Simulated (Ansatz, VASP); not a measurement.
**BAs in VASP and in Ansatz**

Contents of INCAR:

```
PREC = Accurate
ENCUT = 500
EDIFF = 1E-6
ISMEAR = 0
SIGMA = 0.05
LREAL = F
LASPH = T
NELM = 120
ALGO = Normal
ISIF = 2
LWAVE = F
LCHARG = T
GGA = RE
IVDW = 12
LELF = T
LVHAR = T
NBANDS = 11
GGA_COMPAT = F
```

KPOINTS

```
Automatic mesh
0
Gamma
  8 8 8
```

Contents of POSCAR:

```
BAs
1.0
    0.0000000000      2.3868970451      2.3868970451
    2.3868970451      0.0000000000      2.3868970451
    2.3868970451      2.3868970451      0.0000000000
B As
1 1
Direct
    0.0000000000      0.0000000000      0.0000000000
    0.7500000000      0.7500000000      0.7500000000
```

Input for Ansatz:

```yaml
crystal:
  lattice:
    - [0.0, 2.3868970451, 2.3868970451]
    - [2.3868970451, 0.0, 2.3868970451]
    - [2.3868970451, 2.3868970451, 0.0]
  atoms:
    - { symbol: B, position: [0.0, 0.0, 0.0] }
    - { symbol: As, position: [0.75, 0.75, 0.75] }
basis:
  ecutwfc: 420
  ecutrho_ratio: 4
kpoints:
  mp_grid: { grid: [8, 8, 8] }
hamiltonian:
  xc: revpbe
  dispersion: d3bj
scf:
  occupations: { method: gaussian, width: 0.05 }
output:
  forces: true
  stress: true
  eigenvalues: true
```

Alike in both runs: task single point; functional revPBE; dispersion D3(BJ); k mesh 8 × 8 × 8; occupations gaussian, width 0.05 eV; no spin polarisation.

|  | VASP | Ansatz |
| --- | --- | --- |
| version | VASP 6.6.1 | Ansatz 0.2.0 |
| potentials or method | VASP PAW PBE potentials, release 64 (B, As), cutoff 500 eV | scalar-relativistic, plane waves, PAW |
| valence electrons in the cell | 8 | 18 |

VASP gave:

```
gap on the k mesh at the Fermi level (eV) : 1.21
least direct gap on the mesh (eV)         : 3.28
pressure (GPa)                            : -2.1
```

**Question.** What did Ansatz give for the same quantities?

**Answer.** gap on the k mesh at the Fermi level (eV): 1.22; least direct gap on the mesh (eV): 3.28; pressure (GPa): -2.7.

VASP's potentials were made for PBE, not for revPBE. VASP's potentials hold 8 valence electrons a cell and Ansatz's 18, so a difference there can come from the potentials and not from the codes.
